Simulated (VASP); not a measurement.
# SnSbS2: relaxation of cell and atoms with PBE

The system is SnSbS2.

```
Sn Sb S
1.0
     5.21142    0.00000    0.00000
     0.00000    5.21142    0.00000
     0.00000    0.00000    3.73624
Sn Sb S
1 1 2
Direct
  0.50000 0.50000 0.50000
  0.00000 0.00000 0.00000
  0.00000 0.50000 0.23928
  0.50000 0.00000 0.76072
```

The cell was built from a structure type or drawn by symmetry, and may not be a known phase.

| Quantity | Value |
| --- | --- |
| Program | VASP 6.6.1 |
| Task | relaxation of cell and atoms |
| Functional | PBE |
| Potentials or basis | VASP PAW PBE potentials, release 64 (Sn_d, Sb, S) |
| Cutoff | 600 eV |
| k mesh | 4 × 4 × 6 |
| Occupations | gaussian, width 0.1 eV |
| Spin | no spin polarisation |
| Dipole correction | no |
| Further INCAR settings | ALGO = Normal; EDIFF = 1e-07; IBRION = 2; EDIFFG = -0.04; NSW = 90; ISIF = 3 |

| Quantity | Value |
| --- | --- |
| Relaxed volume | 24.64 Å³/atom |
| Relaxed cell | a = 5.285 Å, b = 5.285 Å, c = 3.529 Å, α = 90.00°, β = 90.00°, γ = 90.00° |
| Space group after relaxing (to 0.1 Å) | P-4m2 (No. 115) |
| Energy gained by relaxing | 20.5 meV/atom |
| Ionic steps | 30 |
| Pressure after relaxing | -0.1 GPa |
| Band gap on the k mesh | zero (an odd number of electrons rules out a gap without spin polarisation) |

The path:
```
step  energy change (eV)  largest force (eV/Å)  pressure (GPa)  volume (Å³)
   1              0.0000                0.0921            0.02       101.47
   2             -0.0066                0.0948           -0.29       101.51
   3             -0.0173                0.1173           -1.17       101.56
   4             -0.0205                0.1150           -1.07       101.19
   5             -0.0276                0.1033           -0.81       100.05
   6             -0.0256                0.0756           -0.17        97.76
   7             -0.0297                0.0913           -0.57        99.13
   8             -0.0316                0.0875           -0.33        98.84
   9             -0.0327                0.0818            0.01        98.44
  10             -0.0327                0.0811            0.06        98.39
  11             -0.0330                0.0814            0.06        98.42
  12             -0.0338                0.0829            0.04        98.51
  13             -0.0355                0.0867            0.01        98.70
  14             -0.0388                0.0929           -0.04        99.08
  15             -0.0451                0.0910           -0.21        99.83
  16             -0.0513                0.0619           -0.68       101.34
  17             -0.0518                0.0617           -0.65       101.30
  18             -0.0531                0.0617           -0.56       101.18
  19             -0.0556                0.0610           -0.39       100.93
  20             -0.0591                0.0573           -0.05       100.43
  21             -0.0592                0.0299            0.66        99.44
  22             -0.0605                0.0480            0.27        99.96
  23             -0.0625                0.0440            0.28        99.89
  24             -0.0676                0.0296            0.30        99.65
  25             -0.0736                0.0088            0.30        99.18
  26             -0.0745                0.0210            0.29        98.95
  27             -0.0789                0.0145           -0.15        99.32
  28             -0.0798                0.0102           -0.45        99.57
  29             -0.0813                0.0044           -0.24        99.02
  30             -0.0818                0.0005           -0.06        98.55
```

Final structure:
```xyz
4
Lattice="5.2850 0.0000 0.0000 0.0000 5.2850 0.0000 0.0000 0.0000 3.5285" Properties=species:S:1:pos:R:3 pbc="T T T"
Sn    2.6425    2.6425    1.7643
Sb    0.0000    0.0000    0.0000
S     0.0000    2.6425    0.4032
S     2.6425    0.0000    3.1254
```

Levels at points of the mesh, in eV from the Fermi level:
```tsv
k point	band 13	band 14	band 15	band 16	band 17	band 18
(0.00, 0.00, 0.00)	-3.36	-1.56	-1.01	2.82	3.66	4.24
(0.50, 0.00, 0.00)	-1.61	-1.27	-0.71	1.06	1.43	2.74
(0.50, 0.50, 0.00)	-1.30	-0.34	-0.14	-0.10	-0.10	1.32
(0.00, 0.00, 0.50)	-3.18	-2.75	-2.75	-1.06	-0.24	0.97
(0.50, 0.00, 0.50)	-3.01	-2.63	-2.21	-0.18	0.56	0.88
(0.50, 0.50, 0.50)	-4.03	-1.17	-0.91	0.49	1.19	1.19
```

Run time: 10 min on 1 thread of AMD EPYC 9R45 96-Core Processor (Zen 5), with other jobs on the host, peak memory 0.23 GiB.

Caveat: spin-orbit coupling is left out, which moves the levels of the heavy elements.
